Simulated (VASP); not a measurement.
Input of a VASP 6.6.1 run:

INCAR

```
SYSTEM = Ag
ALGO     = Fast           ! electronic algorithm
EDIFF    = 1E-6           ! SCF threshold, eV
ENCUT    = 520            ! plane-wave cutoff, eV
GGA      = PS             ! functional
ISIF     = 2              ! what is computed and relaxed
ISMEAR   = 0              ! smearing method
LASPH    = .TRUE.         ! aspherical terms in the spheres
LCHARG   = .FALSE.        ! write CHGCAR
LREAL    = .FALSE.        ! projectors in reciprocal space
LWAVE    = .FALSE.        ! write WAVECAR
NBANDS   = 18             ! bands
NELM     = 80             ! most SCF steps
PREC     = Accurate       ! precision mode
SIGMA    = 0.15           ! smearing width, eV
```

Contents of KPOINTS:

```
k-points
0
G
  24 24 14
  0 0 0
```

Contents of POSCAR:

```
Ag
1.0
    2.8670626684      0.0000000000      0.0000000000
   -1.4335313342      2.4829491051      0.0000000000
    0.0000000000      0.0000000000      4.6907149289
Ag
2
Direct
    0.3333333333      0.6666666667      0.2500000000
    0.6666666667      0.3333333333      0.7500000000
```

Potentials or basis: VASP PAW PBE potentials, release 64 (Ag).

Launch:

```bash
$ cat potpaw_PBE.64/Ag/POTCAR > POTCAR
$ mpirun -np 1 vasp_std > vasp.out
```

Problem. Predict the pressure.

Solution. -0.4 GPa.

Problem. What does it give for the band gap on the k mesh?

Solution. Zero (band 11 reaches 12.64 eV, above the bottom of band 12 at 5.12 eV).

Stress tensor (GPa, compression positive):
```
-0.51  0.00  0.00
 0.00 -0.51  0.00
 0.00  0.00 -0.08
```

Caveat: the PAW data sets were made with another functional, which shifts forces and pressure a little.
